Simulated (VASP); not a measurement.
# VH2 (Fm-3m) in VASP: further runs, part 2 of 2

VASP 6.6.1. The steps go on from the part before.

## 3. Single point, LDA

This run uses another cell than the first one, of 5.90 Å³/atom, 1.020 times its volume.

Input file INCAR:

```
PREC     = Accurate       # precision mode
ENCUT    = 520            # plane-wave cutoff, eV
EDIFF    = 1E-7           # SCF threshold, eV
ISMEAR   = -1             # smearing method
SIGMA    = 0.15           # smearing width, eV
LREAL    = False          # projectors in reciprocal space
LASPH    = True           # aspherical terms in the spheres
NELM     = 100            # most SCF steps
ALGO     = Normal         # electronic algorithm
ISIF     = 2              # what is computed and relaxed
LWAVE    = False          # write WAVECAR
LCHARG   = True           # write CHGCAR
GGA      = CA             # functional
LELF     = True           # ELF
LVHAR    = True         
NBANDS   = 14             # bands
```

Input file KPOINTS:

```
regular mesh
0
Gamma
  18 18 18
```

Input file POSCAR:

```
VH2
1.0
    0.0000000000      2.0687031130      2.0687031130
    2.0687031130      0.0000000000      2.0687031130
    2.0687031130      2.0687031130      0.0000000000
V H
1 2
Direct
    0.0000000000      0.0000000000      0.0000000000
    0.2500000000      0.2500000000      0.2500000000
    0.7500000000      0.7500000000      0.7500000000
```

Potentials or basis: VASP PAW LDA potentials, release 64 (V_sv, H).

Launch:

```console
cat potpaw_LDA.64/V_sv/POTCAR potpaw_LDA.64/H/POTCAR > POTCAR
mpirun -np 1 vasp_std > vasp.out
```

OUTCAR:

```text
PREC = Accurate
   ENCUT = 520
   EDIFF = 1E-7
   ISMEAR = -1
   LREAL = False
   LASPH = True
   NELM = 100
   ISIF = 2
   GGA = CA

 ion  position               nearest neighbor table
   1  0.000  0.000  0.000-   2 1.79   3 1.79   3 1.79   3 1.79   3 1.79   2 1.79   2 1.79   2 1.79

   2  0.250  0.250  0.250-   1 1.79   1 1.79   1 1.79   1 1.79
   3  0.750  0.750  0.750-   1 1.79   1 1.79   1 1.79   1 1.79

  LATTYP: Found a face centered cubic cell.
 ALAT       =     4.1374062260

  Lattice vectors:

[... 591 lines left out ...]
     12      19.7034      0.00000
     13      23.9954      0.00000
     14      25.0112      0.00000

 [... further k-points ...]
[... 5 lines left out ...]
  --------------------------------------------------------------------------------------
  -------------------------------------------------------------------------------------
  Total        0.0420117      0.0420117      0.0420117     -0.0000000      0.0000000     -0.0000000
  in kB        3.8015147      3.8015147      3.8015147     -0.0000000      0.0000000     -0.0000000
  external PRESSURE =       3.8015147 kB  Pullay stress =       0.0000000 kB

 VOLUME and BASIS-vectors are now :
 -----------------------------------------------------------------------------
  energy-cutoff  :      520.00
  volume of cell :       17.71
      direct lattice vectors                 reciprocal lattice vectors
     0.000000000  2.068703113  2.068703113    -0.241697321  0.241697321  0.241697321
     2.068703113  0.000000000  2.068703113     0.241697321 -0.241697321  0.241697321
     2.068703113  2.068703113  0.000000000     0.241697321  0.241697321 -0.241697321

 POSITION                                       TOTAL-FORCE (eV/Angst)
 -----------------------------------------------------------------------------------
      0.00000      0.00000      0.00000        -0.000000     -0.000000     -0.000000
      1.03435      1.03435      1.03435         0.000000     -0.000000      0.000000
      3.10305      3.10305      3.10305         0.000000      0.000000     -0.000000
 -----------------------------------------------------------------------------------
    total drift:                               -0.000000      0.000000      0.000000

  FREE ENERGIE OF THE ION-ELECTRON SYSTEM (eV)
  ---------------------------------------------------
  free  energy   TOTEN  =       -17.9346777388 eV

  energy  without entropy=      -17.8303041013  energy(sigma->0) =      -17.88249092
```

Wall time 15 s (1 thread of Intel Xeon 6975P-C (Granite Rapids), shared host); peak memory 0.16 GiB.

What came out:

```
Free energy : -17.9347 eV
Pressure    : 0.4 GPa
```

## 4. Single point, LDA (volume scaled by 1.02)

Input file INCAR:

```
  ALGO = Normal
  EDIFF = 1E-6
  ENCUT = 520
  GGA = CA
  ISIF = 2
  ISMEAR = -1
  LASPH = True
  LCHARG = False
  LREAL = False
  LWAVE = False
  NBANDS = 14
  NELM = 100
  PREC = Accurate
  SIGMA = 0.15
```

Input file KPOINTS:

```
k-points
0
Gamma
  18 18 18
```

Input file POSCAR:

```
VH2
1.0
    0.0000000000      2.0824035328      2.0824035328
    2.0824035328      0.0000000000      2.0824035328
    2.0824035328      2.0824035328      0.0000000000
V H
1 2
Direct
    0.0000000000      0.0000000000      0.0000000000
    0.2500000000      0.2500000000      0.2500000000
    0.7500000000      0.7500000000      0.7500000000
```

Potentials or basis: VASP PAW LDA potentials, release 64 (V_sv, H).

Launch:

```console
cat potpaw_LDA.64/V_sv/POTCAR potpaw_LDA.64/H/POTCAR > POTCAR
mpirun -np 1 vasp_std > vasp.out
```

OUTCAR:

```text
EDIFF = 1E-6
   ENCUT = 520
   GGA = CA
   ISIF = 2
   ISMEAR = -1
   LASPH = True
   LREAL = False
   NELM = 100
   PREC = Accurate

 ion  position               nearest neighbor table
   1  0.000  0.000  0.000-   3 1.80   3 1.80   3 1.80   2 1.80   3 1.80   2 1.80   2 1.80   2 1.80

   2  0.250  0.250  0.250-   1 1.80   1 1.80   1 1.80   1 1.80
   3  0.750  0.750  0.750-   1 1.80   1 1.80   1 1.80   1 1.80

  LATTYP: Found a face centered cubic cell.
 ALAT       =     4.1648070656
[... 601 lines left out ...]

  FORCE on cell =-STRESS in cart. coord.  units (eV):
  Direction    XX          YY          ZZ          XY          YZ          ZX
  --------------------------------------------------------------------------------------
  -------------------------------------------------------------------------------------
  Total       -0.3881869     -0.3881869     -0.3881869     -0.0000000     -0.0000000      0.0000000
  in kB      -34.4371149    -34.4371149    -34.4371149     -0.0000000     -0.0000000      0.0000000
  external PRESSURE =     -34.4371149 kB  Pullay stress =       0.0000000 kB

 VOLUME and BASIS-vectors are now :
 -----------------------------------------------------------------------------
  energy-cutoff  :      520.00
  volume of cell :       18.06
      direct lattice vectors                 reciprocal lattice vectors
     0.000000000  2.082403533  2.082403533    -0.240107161  0.240107161  0.240107161
     2.082403533  0.000000000  2.082403533     0.240107161 -0.240107161  0.240107161
     2.082403533  2.082403533  0.000000000     0.240107161  0.240107161 -0.240107161

 POSITION                                       TOTAL-FORCE (eV/Angst)
 -----------------------------------------------------------------------------------
      0.00000      0.00000      0.00000        -0.000000     -0.000000     -0.000000
      1.04120      1.04120      1.04120         0.000000      0.000000      0.000000
      3.12361      3.12361      3.12361         0.000000      0.000000     -0.000000
 -----------------------------------------------------------------------------------
    total drift:                               -0.000000      0.000000      0.000000

  FREE ENERGIE OF THE ION-ELECTRON SYSTEM (eV)
  ---------------------------------------------------
  free  energy   TOTEN  =       -17.9318783359 eV

  energy  without entropy=      -17.8244176211  energy(sigma->0) =      -17.87814798
```

It took 13 s on 1 thread of Intel Xeon 6975P-C (Granite Rapids), shared host; peak memory 0.16 GiB.

Results:

```yaml
Free_energy: -17.9319 eV
Pressure: -3.4 GPa
```

Caveat: the cell differs from its parent crystal (volume scaled by 1.02).

## 5. Summary

| cell | gap on the mesh (eV) | pressure (GPa) |
| --- | --- | --- |
| a = 2.906 Å, angles 60.0°, 3 atoms | none | 4.6 |
| a = 2.926 Å, angles 60.0°, 3 atoms | none | 0.4 |
| a = 2.945 Å, angles 60.0°, 3 atoms | none | -3.4 |

Alike in all rows: task single point; level LDA; potentials or basis VASP PAW LDA potentials, release 64 (V_sv, H); no spin polarisation; k mesh 18 × 18 × 18; cutoff (eV) 520; smearing fermi-dirac 0.15 eV.

Total energies depend on the potentials used, so only differences within one code and one set of settings carry meaning.
